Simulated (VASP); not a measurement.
# CsI (P4/mmm) in VASP: further runs

Runs on CsI. Level: r2SCAN. Tasks: single point.

All numbers are computed with VASP 6.6.1; they aren't measurements. Logs are shortened: lines on timing, memory, paths and dates and some standing lists are left out, and cuts for length are marked.

### 1 The cell of the first run

The structure is tetragonal, space group P4/mmm (No. 123). The conventional cell has a = 4.567 Å, b = 4.567 Å, c = 4.635 Å, α = 90.00°, β = 90.00°, γ = 90.00°. Cs (site symmetry 4/mmm) has 8 I at 3.97 Å and 6 Cs at 4.57 to 4.64 Å within 5.2 Å. Within 5.2 Å of I (site symmetry 4/mmm) lie 8 Cs at 3.97 Å and 6 I at 4.57 to 4.64 Å.

### 2 Single point, r2SCAN (strain +0.0150 x Voigt [0, 0, 1, 0, 0, 0])

Input file POSCAR:

```
CsI
1.0
    4.5667000000      0.0000000000      0.0000000000
    0.0000000000      4.5667000000      0.0000000000
    0.0000000000      0.0000000000      4.6352005000
Cs I
1 1
Direct
    0.0000000000      0.0000000000      0.0000000000
    0.5000000000      0.5000000000      0.5000000000
```

Input file INCAR.step1:

```
SYSTEM = CsI
  PREC = Accurate
  ENCUT = 550
  ISMEAR = 0
  SIGMA = 0.05
  LREAL = .False.
  LASPH = .True.
  NELM = 120
  NBANDS = 15
  GGA = PE
  ALGO = Normal
  EDIFF = 1E-5
  LWAVE = .True.
  LCHARG = .False.
  GGA_COMPAT = .False.
```

Input file INCAR.step2:

```
SYSTEM = CsI
  PREC = Accurate
  ENCUT = 550
  EDIFF = 1E-6
  ISMEAR = 0
  SIGMA = 0.05
  LREAL = .False.
  LASPH = .True.
  NELM = 120
  ALGO = Normal
  ISIF = 2
  LWAVE = .False.
  LCHARG = .False.
  METAGGA = R2SCAN
  LMIXTAU = .True.
  NBANDS = 15
  ISTART = 1
  GGA_COMPAT = .False.
```

Input file KPOINTS:

```
regular mesh
0
Gamma
  6 6 6
  0 0 0
```

Potentials or basis: VASP PAW PBE potentials, release 64 (Cs_sv, I).

Launch:

```sh
cat potpaw_PBE.64/Cs_sv/POTCAR potpaw_PBE.64/I/POTCAR > POTCAR
cp INCAR.step1 INCAR
mpirun -np 1 vasp_std > vasp.out
cp INCAR.step2 INCAR
mpirun -np 1 vasp_std > vasp.out
```

OUTCAR:

```text
SYSTEM = CsI
   PREC = Accurate
   ENCUT = 550
   EDIFF = 1E-6
   ISMEAR = 0
   LREAL = .False.
   LASPH = .True.
   NELM = 120
   ISIF = 2
   METAGGA = R2SCAN
   ISTART = 1

 ion  position               nearest neighbor table
   1  0.000  0.000  0.000-
   2  0.500  0.500  0.500-

  LATTYP: Found a simple tetragonal cell.
 ALAT       =     4.5667000000
 C/A-ratio  =     1.0150000000

  Lattice vectors:

 A1 = (   4.5667000000,   0.0000000000,   0.0000000000)
 A2 = (   0.0000000000,   4.5667000000,   0.0000000000)
 A3 = (   0.0000000000,   0.0000000000,   4.6352005000)

Analysis of symmetry for initial positions (statically):
=====================================================================
 Subroutine PRICEL returns:
 Original cell was already a primitive cell.

 Routine SETGRP: Setting up the symmetry group for a
 simple tetragonal supercell.

 Subroutine GETGRP returns: Found 16 space group operations
 (whereof 16 operations were pure point group operations)
 out of a pool of 16 trial point group operations.

The static configuration has the point symmetry D_4h.

Analysis of symmetry for dynamics (positions and initial velocities):
=====================================================================
 Subroutine PRICEL returns:
 Original cell was already a primitive cell.

 Routine SETGRP: Setting up the symmetry group for a
 simple tetragonal supercell.

 Subroutine GETGRP returns: Found 16 space group operations
 (whereof 16 operations were pure point group operations)
 out of a pool of 16 trial point group operations.

The dynamic configuration has the point symmetry D_4h.

 Subroutine INISYM returns: Found 16 space group operations
 (whereof 16 operations are pure point group operations),
 and found     1 'primitive' translations

----------------------------------------------------------------------------------------

                                     Primitive cell

  volume of cell :      96.6659

  direct lattice vectors                    reciprocal lattice vectors
     4.566700000  0.000000000  0.000000000     0.218976504  0.000000000  0.000000000
     0.000000000  4.566700000  0.000000000     0.000000000  0.218976504  0.000000000
     0.000000000  0.000000000  4.635200500     0.000000000  0.000000000  0.215740398

  length of vectors
     4.566700000  4.566700000  4.635200500     0.218976504  0.218976504  0.215740398

  position of ions in fractional coordinates (direct lattice)
     0.000000000  0.000000000  0.000000000
     0.500000000  0.500000000  0.500000000

  ion indices of the primitive-cell ions
   primitive index   ion index
                 1           1
                 2           2

----------------------------------------------------------------------------------------

 KPOINTS: regular mesh

Automatic generation of k-mesh.
 Grid dimensions read from file:
 generate k-points for:    6    6    6

 Generating k-lattice:

  Cartesian coordinates                     Fractional coordinates (reciprocal lattice)
     0.036496084  0.000000000  0.000000000     0.166666667  0.000000000  0.000000000
     0.000000000  0.036496084  0.000000000     0.000000000  0.166666667  0.000000000
     0.000000000  0.000000000  0.035956733     0.000000000  0.000000000  0.166666667

  Length of vectors
     0.036496084  0.036496084  0.035956733

  Shift w.r.t. Gamma in fractional coordinates (k-lattice)
     0.000000000  0.000000000  0.000000000

 Subroutine IBZKPT returns following result:
 ===========================================

 Found     40 irreducible k-points:

 Following reciprocal coordinates:
            Coordinates               Weight
  0.000000  0.000000  0.000000      1.000000
  0.166667  0.000000  0.000000      4.000000
  0.333333  0.000000  0.000000      4.000000
  0.500000  0.000000  0.000000      2.000000
  0.166667  0.166667  0.000000      4.000000
  0.333333  0.166667  0.000000      8.000000
[... 16 lines left out ...]
  0.333333  0.000000  0.333333      8.000000
  0.500000  0.000000  0.333333      4.000000
 [... further k-points ...]
   k-points           NKPTS =     40   k-points in BZ     NKDIM =     40   number of bands    NBANDS=     15
   number of dos      NEDOS =    301   number of ions     NIONS =      2
   total plane-waves  NPLWV =  46656
   dimension x,y,z NGX =    36 NGY =   36 NGZ =   36
   dimension x,y,z NGXF=    72 NGYF=   72 NGZF=   72
   ions per type =               1   1
   NGX,Y,Z   is equivalent  to a cutoff of  13.11, 13.11, 12.91 a.u.
   NGXF,Y,Z  is equivalent  to a cutoff of  26.21, 26.21, 25.82 a.u.
 SYSTEM =  CsI
   PREC   = accura    normal or accurate (medium, high low for compatibility)
   ISTART =      1    job   : 0-new  1-cont  2-samecut
   ICHARG =      0    charge: 1-file 2-atom 10-const
   ISPIN  =      1    spin polarized calculation?
   LNONCOLLINEAR =      F non collinear calculations
   LSORBIT =      F    spin-orbit coupling
   LASPH  =      T    aspherical Exc in radial PAW
   ENCUT  =  550.0 eV  40.42 Ry    6.36 a.u.   8.73  8.73  8.86*2*pi/ulx,y,z
   NELM   =    120;   NELMIN=  2; NELMDL=  0     # of ELM steps
   EDIFF  = 0.1E-05   stopping-criterion for ELM
   LREAL  =      F    real-space projection
   EDIFFG = 0.1E-04   stopping-criterion for IOM
   NSW    =      0    number of steps for IOM
   IBRION =     -1    ionic relax: 0-MD 1-quasi-New 2-CG
   NFREE  =      0    steps in history (QN), initial steepest desc. (CG)
   ISIF   =      2    stress and relaxation
   ISYM   =      2    0-nonsym 1-usesym 2-fastsym
   POTIM  = 0.5000    time-step for ionic-motion
   TEBEG  =    0.0;   TEEND  =   0.0 temperature during run
   PSTRESS=    0.0 pullay stress
   NELECT =      16.0000    total number of electrons
   NUPDOWN=      -1.0000    fix difference up-down
   EMIN   =  10.00;   EMAX   =-10.00  energy-range for DOS
   EFERMI =   0.00;   METHOD = LEGACY
   ISMEAR =     0;   SIGMA  =   0.05  broadening in eV -4-tet -1-fermi 0-gaus
   EFERMI_NEDOS =   21; number of points for ismear=-14 and -15
   IALGO  =     38    algorithm
   IMIX   =      4    mixing-type and parameters
     AMIX     =   0.40;   BMIX     =  1.00
     AMIX_MAG =   1.60;   BMIX_MAG =  1.00
  volume/ion in A,a.u.               =      48.33       326.17
  Fermi-wavevector in a.u.,A,eV,Ry     =   0.898856  1.698592 10.992730  0.807943
  Thomas-Fermi vector in A             =   2.021618
   LORBIT       =      0    0 simple, 1 ext, 2 COOP (PROOUT), +10 PAW based schemes
   METAGGA = R2SCAN    functional components
   LHFCALC =     F    Hartree Fock is set to
   AEXX    =    0.0000 exact exchange contribution
   IVDW    =     0    specifies the selected vdW correction
   LEPSILON=     F    determine dielectric tensor
   LRPA    =     F    only Hartree local field effects (RPA)
 non-spin polarized calculation
 Gauss-broadening in eV      SIGMA  =   0.05
  energy-cutoff  :      550.00
  volume of cell :       96.67
 maximum number of plane-waves:      2868
 NGX is ok and might be reduce to    36
   NGX = 17   NGY = 17   NGZ = 17

 number of electron      16.0000002 magnetization

 Free energy of the ion-electron system (eV)
  ---------------------------------------------------
  ext. energy  EPLUGINS =         0.00000000
  ---------------------------------------------------
  free energy    TOTEN  =       -53.12396980 eV

  energy without entropy =      -53.12396980  energy(sigma->0) =      -53.12396980

 E-fermi :   0.6880     XC(G=0):  -8.0551

 val. band max:        0.4455664054   @ k =   0.5000   0.0000   0.5000
 cond. band min:       4.9465125642   @ k =   0.0000   0.0000   0.0000
 fundamental gap:      4.5009461588
 Fermi energy:         0.6880496395

 k-point     1 :       0.0000    0.0000    0.0000
  band No.  band energies     occupation
      1     -20.5585      2.00000
      2     -10.5192      2.00000
      3      -6.8976      2.00000
      4      -6.8826      2.00000
      5      -6.8826      2.00000
      6       0.2884      2.00000
      7       0.3562      2.00000
      8       0.3562      2.00000
      9       4.9465      0.00000
     10       5.0564      0.00000
     11       5.0774      0.00000
     12       8.7577      0.00000
     13       8.7577      0.00000
     14       8.8672      0.00000
     15      11.0803      0.00000

 k-point     2 :       0.1667    0.0000    0.0000
  band No.  band energies     occupation
      1     -20.5521      2.00000
      2     -10.5200      2.00000
      3      -6.9232      2.00000
      4      -6.8817      2.00000
      5      -6.8674      2.00000
      6      -0.0967      2.00000
      7       0.2527      2.00000
      8       0.3253      2.00000
      9       5.2123      0.00000
     10       5.4770      0.00000
     11       5.7476      0.00000
     12       8.6694      0.00000
     13       8.7604      0.00000
     14       8.8906      0.00000
     15      10.0240      0.00000

 k-point     3 :       0.3333    0.0000    0.0000
  band No.  band energies     occupation
      1     -20.5392      2.00000
      2     -10.5240      2.00000
      3      -6.9921      2.00000
      4      -6.8494      2.00000
      5      -6.8367      2.00000
      6      -0.8016      2.00000
      7       0.1791      2.00000
      8       0.2611      2.00000
      9       5.6890      0.00000
     10       6.6515      0.00000
     11       7.0678      0.00000
     12       8.5379      0.00000
     13       8.6981      0.00000
     14       8.7478      0.00000
     15       9.2235      0.00000

 k-point     4 :       0.5000    0.0000    0.0000
  band No.  band energies     occupation
      1     -20.5328      2.00000
      2     -10.5273      2.00000
      3      -7.0205      2.00000
      4      -6.8329      2.00000
      5      -6.8211      2.00000
      6      -1.0976      2.00000
      7       0.1410      2.00000
      8       0.2278      2.00000
      9       6.0947      0.00000
     10       7.5066      0.00000
     11       7.7312      0.00000
     12       7.7813      0.00000
     13       8.9010      0.00000
     14       8.9045      0.00000
     15       9.4503      0.00000
[... 307 lines left out ...]
 k-point    22 :       0.1667    0.0000    0.3333
  band No.  band energies     occupation
      1     -20.5361      2.00000
      2     -10.5011      2.00000
      3      -7.0336      2.00000
      4      -6.9048      2.00000
      5      -6.8295      2.00000
      6      -0.7033      2.00000
      7       0.0201      2.00000
      8       0.2823      2.00000
      9       5.9209      0.00000
     10       6.5260      0.00000
     11       7.0902      0.00000
     12       8.0313      0.00000
     13       8.5543      0.00000
     14       9.0620      0.00000
     15       9.5102      0.00000

 k-point    23 :       0.3333    0.0000    0.3333
  band No.  band energies     occupation
      1     -20.5242      2.00000
      2     -10.4319      2.00000
      3      -7.1522      2.00000
      4      -7.0394      2.00000
      5      -6.8073      2.00000
      6      -0.5641      2.00000
      7      -0.2975      2.00000
      8       0.3521      2.00000
      9       5.7085      0.00000
     10       6.3564      0.00000
     11       7.4375      0.00000
     12       8.0782      0.00000
     13       8.1507      0.00000
     14       8.8867      0.00000
     15      10.1382      0.00000

 k-point    24 :       0.5000    0.0000    0.3333
  band No.  band energies     occupation
      1     -20.5182      2.00000
      2     -10.3963      2.00000
      3      -7.1903      2.00000
      4      -7.1256      2.00000
      5      -6.7962      2.00000
      6      -0.6211      2.00000
      7      -0.3034      2.00000
      8       0.3879      2.00000
      9       5.5131      0.00000
     10       6.2434      0.00000
     11       7.4474      0.00000
     12       7.4576      0.00000
     13       8.6138      0.00000
     14      10.0423      0.00000
     15      10.4625      0.00000

 [... further k-points ...]

------------------------ aborting loop because EDIFF is reached ----------------------------------------

  FORCE on cell =-STRESS in cart. coord.  units (eV):
  Direction    XX          YY          ZZ          XY          YZ          ZX
  --------------------------------------------------------------------------------------
  -------------------------------------------------------------------------------------
  Total        0.1800517      0.1800517      0.0168795      0.0000000      0.0000000      0.0000000
  in kB        2.9842439      2.9842439      0.2797672      0.0000000      0.0000000      0.0000000
  external PRESSURE =       2.0827517 kB  Pullay stress =       0.0000000 kB

 VOLUME and BASIS-vectors are now :
 -----------------------------------------------------------------------------
  energy-cutoff  :      550.00
  volume of cell :       96.67
      direct lattice vectors                 reciprocal lattice vectors
     4.566700000  0.000000000  0.000000000     0.218976504  0.000000000  0.000000000
     0.000000000  4.566700000  0.000000000     0.000000000  0.218976504  0.000000000
     0.000000000  0.000000000  4.635200500     0.000000000  0.000000000  0.215740398

 POSITION                                       TOTAL-FORCE (eV/Angst)
 -----------------------------------------------------------------------------------
      0.00000      0.00000      0.00000         0.000000      0.000000      0.000000
      2.28335      2.28335      2.31760         0.000000      0.000000      0.000000
 -----------------------------------------------------------------------------------
    total drift:                                0.000000      0.000000      0.000000

  FREE ENERGIE OF THE ION-ELECTRON SYSTEM (eV)
  ---------------------------------------------------
  free  energy   TOTEN  =       -53.1239697956 eV

  energy  without entropy=      -53.1239697956  energy(sigma->0) =      -53.12396980
```

Wall time 76 s (1 thread of Intel Xeon 6975P-C (Granite Rapids), shared host); peak memory 0.25 GiB.

Results:

```yaml
Free_energy: -53.1240 eV
Pressure: 0.2 GPa
Band_gap_on_the_k_mesh: 4.50 eV (least direct gap 4.59 eV)
```

Stress tensor (GPa, compression positive):
```
0.30 0.00 0.00
0.00 0.30 0.00
0.00 0.00 0.03
```

Caveat: the cell differs from its parent crystal (strain +0.0150 x Voigt [0, 0, 1, 0, 0, 0]); the PAW data sets were made with another functional, which shifts forces and pressure a little; spin-orbit coupling is left out, which moves the levels of the heavy elements. A k mesh can miss the band edges.

[end of part 1 of 2]
